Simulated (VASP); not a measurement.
# Se (P6/mmm) in VASP: notebook, part 2 of 2

VASP 6.6.1. The steps go on from the part before.

### 3 Single point, PBE

This run uses another cell than the first one, of 39.40 Å³/atom.

Input file INCAR:

```
SYSTEM = Se
PREC = Accurate
ENCUT = 520
EDIFF = 1E-6
ISMEAR = 0
SIGMA = 0.1
LREAL = .FALSE.
LASPH = .TRUE.
NELM = 80
ALGO = Normal
ISIF = 2
LWAVE = .FALSE.
LCHARG = .TRUE.
GGA = PE
LELF = .TRUE.
LVHAR = .TRUE.
NBANDS = 13
```

Input file KPOINTS:

```
regular mesh
0
G
  12 12 12
  0 0 0
```

Input file POSCAR:

```
Se
1.0
    4.4778451439      0.0000000000      0.0000000000
   -2.2389225719      3.8779276488      0.0000000000
    0.0000000000      0.0000000000      4.5379900962
Se
2
Direct
    0.3333333333      0.6666666667      0.0000000000
    0.6666666667      0.3333333333      0.0000000000
```

Potentials or basis: VASP PAW PBE potentials, release 64 (Se).

Launch:

```sh
> cat potpaw_PBE.64/Se/POTCAR > POTCAR
> mpirun -np 1 vasp_std > vasp.out
```

OUTCAR:

```text
SYSTEM = Se
   PREC = Accurate
   ENCUT = 520
   EDIFF = 1E-6
   ISMEAR = 0
   LREAL = .FALSE.
   LASPH = .TRUE.
   NELM = 80
   ISIF = 2
   GGA = PE

 ion  position               nearest neighbor table
   1  0.333  0.667  0.000-   2 2.59   2 2.59   2 2.59
   2  0.667  0.333  0.000-   1 2.59   1 2.59   1 2.59

  LATTYP: Found a hexagonal cell.
 ALAT       =     4.4778451439
 C/A-ratio  =     1.0134316731

  Lattice vectors:

 A1 = (   4.4778451439,   0.0000000000,   0.0000000000)
 A2 = (  -2.2389225719,   3.8779276488,   0.0000000000)
 A3 = (   0.0000000000,   0.0000000000,   4.5379900962)

Analysis of symmetry for initial positions (statically):
=====================================================================
 Subroutine PRICEL returns:
 Original cell was already a primitive cell.

 Routine SETGRP: Setting up the symmetry group for a
 hexagonal supercell.

 Subroutine GETGRP returns: Found 24 space group operations
 (whereof 24 operations were pure point group operations)
 out of a pool of 24 trial point group operations.

The static configuration has the point symmetry D_6h.

Analysis of symmetry for dynamics (positions and initial velocities):
=====================================================================
 Subroutine PRICEL returns:
 Original cell was already a primitive cell.

 Routine SETGRP: Setting up the symmetry group for a
 hexagonal supercell.

 Subroutine GETGRP returns: Found 24 space group operations
 (whereof 24 operations were pure point group operations)
 out of a pool of 24 trial point group operations.

The dynamic configuration has the point symmetry D_6h.

 Subroutine INISYM returns: Found 24 space group operations
 (whereof 24 operations are pure point group operations),
 and found     1 'primitive' translations

----------------------------------------------------------------------------------------

                                     Primitive cell

  volume of cell :      78.8011

  direct lattice vectors                    reciprocal lattice vectors
     4.477845144  0.000000000  0.000000000     0.223321702  0.128934845  0.000000000
    -2.238922572  3.877927649  0.000000000     0.000000000  0.257869690  0.000000000
[... 120 lines left out ...]
 maximum number of plane-waves:      2147
 NGX is ok and might be reduce to    36
   NGX = 17   NGY = 17   NGZ = 17

 number of electron      11.9999998 magnetization

 Free energy of the ion-electron system (eV)
  ---------------------------------------------------
  ext. energy  EPLUGINS =         0.00000000
  ---------------------------------------------------
  free energy    TOTEN  =        -6.02497552 eV

  energy without entropy =       -6.00727091  energy(sigma->0) =       -6.01612322

 E-fermi :   0.5161     XC(G=0):  -7.0250

 val. band max:        0.5152771330   @ k =   0.1667   0.0833   0.0000
 cond. band min:       0.5228309494   @ k =   0.1667   0.0833   0.0833
 fundamental gap:      0.0075538164
 Fermi energy:         0.5161152919

 k-point     1 :       0.0000    0.0000    0.0000
  band No.  band energies     occupation
      1     -14.7875      2.00000
      2      -9.5966      2.00000
      3      -4.1791      2.00000
      4      -4.1791      2.00000
      5      -2.6807      2.00000
      6       0.5247      0.90391
      7       0.5247      0.90391
      8       1.4613      0.00000
      9       4.0526      0.00000
     10       7.2742      0.00000
     11      10.2507      0.00000
     12      10.2507      0.00000
     13      12.6345      0.00000
[... 354 lines left out ...]
  band No.  band energies     occupation
      1     -14.0643      2.00000
      2     -11.3999      2.00000
      3      -4.7802      2.00000
      4      -2.9791      2.00000
      5      -2.0697      2.00000
      6       0.2032      1.99999
      7       1.1843      0.00000
      8       2.5049      0.00000
      9       5.3733      0.00000
     10       7.9216      0.00000
     11       9.0555      0.00000
     12       9.1595      0.00000
     13       9.7279      0.00000

 [... further k-points ...]

------------------------ aborting loop because EDIFF is reached ----------------------------------------

  FORCE on cell =-STRESS in cart. coord.  units (eV):
  Direction    XX          YY          ZZ          XY          YZ          ZX
  --------------------------------------------------------------------------------------
  -------------------------------------------------------------------------------------
  Total        0.0095413      0.0095413     -0.0196724      0.0000000      0.0000000     -0.0000000
  in kB        0.1939937      0.1939937     -0.3999767      0.0000000      0.0000000     -0.0000000
  external PRESSURE =      -0.0039964 kB  Pullay stress =       0.0000000 kB

 VOLUME and BASIS-vectors are now :
 -----------------------------------------------------------------------------
  energy-cutoff  :      520.00
  volume of cell :       78.80
      direct lattice vectors                 reciprocal lattice vectors
     4.477845144  0.000000000  0.000000000     0.223321702  0.128934845  0.000000000
    -2.238922572  3.877927649  0.000000000     0.000000000  0.257869690  0.000000000
     0.000000000  0.000000000  4.537990096     0.000000000  0.000000000  0.220361874

 POSITION                                       TOTAL-FORCE (eV/Angst)
 -----------------------------------------------------------------------------------
     -0.00000      2.58529      0.00000        -0.000000     -0.000000      0.000000
      2.23892      1.29264      0.00000         0.000000      0.000000      0.000000
 -----------------------------------------------------------------------------------
    total drift:                                0.000000      0.000000      0.000000

  FREE ENERGIE OF THE ION-ELECTRON SYSTEM (eV)
  ---------------------------------------------------
  free  energy   TOTEN  =        -6.0249755196 eV

  energy  without entropy=       -6.0072709128  energy(sigma->0) =       -6.01612322
```

It took 37 s on 1 thread of Intel Xeon 6975P-C (Granite Rapids), shared host; peak memory 0.27 GiB.

What came out:

```yaml
Free_energy: -6.0250 eV
Pressure: 0.0 GPa
Band_gap_on_the_k_mesh: zero (bands 6 and 7 overlap by 1.03 eV)
```

Caveat: this functional lacks dispersion, which binds layers or chains, so the pressure and a relaxed spacing across them are unreliable.

### 4 Relaxation of cell and atoms, PBE

This run uses another cell than the first one, of 38.92 Å³/atom.

Input file INCAR:

```
SYSTEM = Se
  PREC = Accurate
  ENCUT = 600
  EDIFF = 1E-6
  ISMEAR = 0
  SIGMA = 0.1
  LREAL = .False.
  LASPH = .True.
  NELM = 80
  ALGO = Normal
  ISIF = 3
  LWAVE = .False.
  LCHARG = .False.
  GGA = PE
  IBRION = 2
  NSW = 100
  EDIFFG = -0.01
```

Input file KPOINTS:

```
regular mesh
0
Gamma
  12 12 12
  0 0 0
```

Input file POSCAR:

```
Se
1.0
    4.4475880419      0.0000000000      0.0000000000
   -2.2237940209      3.8517242298      0.0000000000
    0.0000000000      0.0000000000      4.5435909185
Se
2
Direct
    0.3333333333      0.6666666667      0.0000000000
    0.6666666667      0.3333333333      0.0000000000
```

Potentials or basis: VASP PAW PBE potentials, release 64 (Se).

Launch:

```sh
> cat potpaw_PBE.64/Se/POTCAR > POTCAR
> mpirun -np 1 vasp_std > vasp.out
```

OUTCAR:

```text
SYSTEM = Se
   PREC = Accurate
   ENCUT = 600
   EDIFF = 1E-6
   ISMEAR = 0
   LREAL = .False.
   LASPH = .True.
   NELM = 80
   ISIF = 3
   GGA = PE
   IBRION = 2
   NSW = 100
   EDIFFG = -0.01

 ion  position               nearest neighbor table
   1  0.333  0.667  0.000-   2 2.57   2 2.57   2 2.57
   2  0.667  0.333  0.000-   1 2.57   1 2.57   1 2.57

  LATTYP: Found a hexagonal cell.
 ALAT       =     4.4475880419
 C/A-ratio  =     1.0215853797

  Lattice vectors:

 A1 = (   4.4475880419,   0.0000000000,   0.0000000000)
 A2 = (  -2.2237940209,   3.8517242298,   0.0000000000)
 A3 = (   0.0000000000,   0.0000000000,   4.5435909185)

Analysis of symmetry for initial positions (statically):
[... 265 lines left out ...]
  band No.  band energies     occupation
      1     -14.7921      2.00000
      2      -9.6046      2.00000
      3      -4.1843      2.00000
      4      -4.1843      2.00000
      5      -2.6883      2.00000
      6       0.5180      0.89834
      7       0.5180      0.89834
      8       1.4522      0.00000
      9       4.0452      0.00000
     10       7.2684      0.00000
[... 287 lines left out ...]
 k-point    24 :       0.3333    0.0000    0.0833
  band No.  band energies     occupation
      1     -14.0693      2.00000
      2     -11.4063      2.00000
      3      -4.7853      2.00000
      4      -2.9853      2.00000
      5      -2.0771      2.00000
      6       0.1949      1.99999
      7       1.1768      0.00000
      8       2.4970      0.00000
      9       5.3652      0.00000
     10       7.9140      0.00000

 [... further k-points ...]

------------------------ aborting loop because EDIFF is reached ----------------------------------------

  FORCE on cell =-STRESS in cart. coord.  units (eV):
  Direction    XX          YY          ZZ          XY          YZ          ZX
  --------------------------------------------------------------------------------------
  -------------------------------------------------------------------------------------
  Total        0.0009784      0.0009784     -0.0179557      0.0000000     -0.0000000      0.0000000
  in kB        0.0198690      0.0198690     -0.3646540      0.0000000     -0.0000000      0.0000000
  external PRESSURE =      -0.1083053 kB  Pullay stress =       0.0000000 kB
[... 17 lines left out ...]
  FREE ENERGIE OF THE ION-ELECTRON SYSTEM (eV)
  ---------------------------------------------------
  free  energy   TOTEN  =        -6.0249734622 eV

  energy  without entropy=       -6.0072891944  energy(sigma->0) =       -6.01613133

 reached required accuracy - stopping structural energy minimisation
```

Run time: 64 s. Hardware: 1 thread of Intel Xeon 6975P-C (Granite Rapids), shared host; peak memory 0.28 GiB.

What came out:

```
Free energy                           : -6.0250 eV
Relaxed volume                        : 39.45 Å³/atom
Relaxed cell                          : a = 4.478 Å, b = 4.478 Å, c = 4.542 Å, α = 90.00°, β = 90.00°, γ = 120.00°
Space group after relaxing (to 0.1 Å) : P6/mmm (No. 191)
Energy gained by relaxing             : 1.5 meV/atom
Ionic steps                           : 3
Pressure after relaxing               : 0.0 GPa
Band gap on the k mesh                : zero (bands 6 and 7 overlap by 1.03 eV)
```

Step by step:
| step | energy change (eV) | largest force (eV/Å) | pressure (GPa) | volume (Å³) |
| --- | --- | --- | --- | --- |
| 1 | 0.0000 | 0.0000 | 0.57 | 77.84 |
| 2 | -0.0023 | 0.0000 | -0.29 | 79.40 |
| 3 | -0.0030 | 0.0000 | -0.01 | 78.89 |

Final structure:
```cif
data_structure
_symmetry_space_group_name_H-M 'P 1'
_symmetry_Int_Tables_number 1
_cell_length_a 4.4784
_cell_length_b 4.4784
_cell_length_c 4.5420
_cell_angle_alpha 90.000
_cell_angle_beta 90.000
_cell_angle_gamma 120.000
_cell_volume 78.89
loop_
_atom_site_label
_atom_site_type_symbol
_atom_site_fract_x
_atom_site_fract_y
_atom_site_fract_z
_atom_site_occupancy
Se1 Se 0.33333 0.66667 0.00000 1
Se2 Se 0.66667 0.33333 0.00000 1
```

Caveat: this functional lacks dispersion, which binds layers or chains, so the pressure and a relaxed spacing across them are unreliable.

### 5 Overview

| task | cell | k mesh | cutoff (eV) | gap on the mesh (eV) | pressure (GPa) | relaxed volume (Å³/atom) |
| --- | --- | --- | --- | --- | --- | --- |
| relaxation of cell and atoms | relaxed from a = 3.708, b = 3.708, c = 4.465 Å, angles 90.0, 90.0, 120.0°, 2 atoms | 6 × 6 × 4 | 600 | none | 0.1 | 38.26 |
| single point | a = 4.478, b = 4.478, c = 4.538 Å, angles 90.0, 90.0, 120.0°, 2 atoms | 12 × 12 × 12 | 520 | none | 0.0 | - |
| relaxation of cell and atoms | relaxed from a = 4.448, b = 4.448, c = 4.544 Å, angles 90.0, 90.0, 120.0°, 2 atoms | 12 × 12 × 12 | 600 | none | 0.0 | 39.45 |

Alike in all rows: level PBE; potentials or basis VASP PAW PBE potentials, release 64 (Se); no spin polarisation; smearing gaussian 0.1 eV.

Caveats: this functional lacks dispersion, which binds layers or chains, so the pressure and a relaxed spacing across them are unreliable; the volume moved by over 15 % at a fixed basis, so the end points are rough (at least some runs).

Total energies depend on the potentials used, so only differences within one code and one set of settings carry meaning.

The gap in the log of VASP goes by the Fermi energy; the results here count the filled bands.